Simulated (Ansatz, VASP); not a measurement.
# Two plane-wave programs on YHg

```
Y Hg
1.0
     3.62473    0.00000    0.00000
     0.00000    3.62473    0.00000
     0.00000    0.00000    3.62473
Y Hg
1 1
Cartesian
  1.8124 1.8124 1.8124
  0.0000 0.0000 0.0000
```

Alike in both runs: task single point; functional LDA; k mesh 10 × 10 × 10; non-collinear spin, spin-orbit coupling.

|  | VASP | Ansatz |
| --- | --- | --- |
| version | VASP 6.6.1 | Ansatz 0.2.0 |
| potentials or method | VASP PAW LDA potentials, release 64 (Y_sv, Hg) | PAW with Ansatz's default frozen-core files, fully relativistic files with spin-orbit coupling |
| plane-wave cutoff (eV) | 520 | 420 |
| occupations | tetrahedron | tetrahedron-uncorrected |
| valence electrons in the cell | 23 | 31 |

```tsv
	VASP	Ansatz	Ansatz less VASP
pressure (GPa)	-0.1	-0.6	-0.49
```

LDA's correlation is that of Perdew and Zunger in VASP and of Perdew and Wang (1992) in Ansatz. VASP's potentials hold 23 valence electrons a cell and Ansatz's 31, so a difference there can come from the potentials and not from the codes. Ansatz's warnings: band table not solved further.
